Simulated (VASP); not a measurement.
A run of VASP 6.6.1 is set up as follows.

The input INCAR:

```
PREC     = Accurate       # precision mode
ENCUT    = 520            # plane-wave cutoff, eV
EDIFF    = 1E-6           # SCF threshold, eV
ISMEAR   = 0              # smearing method
SIGMA    = 0.1            # smearing width, eV
LREAL    = False          # projectors in reciprocal space
LASPH    = True           # aspherical terms in the spheres
NELM     = 100            # most SCF steps
ALGO     = Normal         # electronic algorithm
ISIF     = 2              # what is computed and relaxed
LWAVE    = False          # write WAVECAR
LCHARG   = True           # write CHGCAR
GGA      = PE             # functional
LELF     = True           # ELF
LVHAR    = True         
NBANDS   = 24             # bands
```

Contents of KPOINTS:

```
Automatic mesh
0
Gamma
  12 12 12
```

POSCAR

```
NaAl2O3
1.0
   -1.8564809040      1.8564809040      5.0651590101
    1.8564809040     -1.8564809040      5.0651590101
    1.8564809040      1.8564809040     -5.0651590101
Na Al O
1 2 3
Direct
    0.5000000000      0.5000000000      0.0000000000
    0.8223504107      0.8223504107      0.0000000000
    0.1776495893      0.1776495893      0.0000000000
    0.2500000000      0.7500000000      0.5000000000
    0.7500000000      0.2500000000      0.5000000000
    0.0000000000      0.0000000000      0.0000000000
```

Potentials or basis: VASP PAW PBE potentials, release 64 (Na_pv, Al, O).

Launch:

```sh
$ cat potpaw_PBE.64/Na_pv/POTCAR potpaw_PBE.64/Al/POTCAR potpaw_PBE.64/O/POTCAR > POTCAR
$ mpirun -np 1 vasp_std > vasp.out
```

Q: Estimate the pressure.

A: -0.1 GPa.

Q: Predict the largest force.

A: 0.007 eV/Å.

Q: What does it give for the band gap on the k mesh?

A: Zero (an odd number of electrons rules out a gap without spin polarisation).

Forces in eV/Å, atoms in the order of the input:
```
Na   0.000  0.000  0.000
Al   0.000  0.000 -0.007
Al   0.000  0.000  0.007
O    0.000  0.000  0.000
O    0.000  0.000  0.000
O    0.000  0.000  0.000
```

Caveat: an odd number of electrons without spin polarisation forces a metal; a magnetic or distorted state may lie lower.
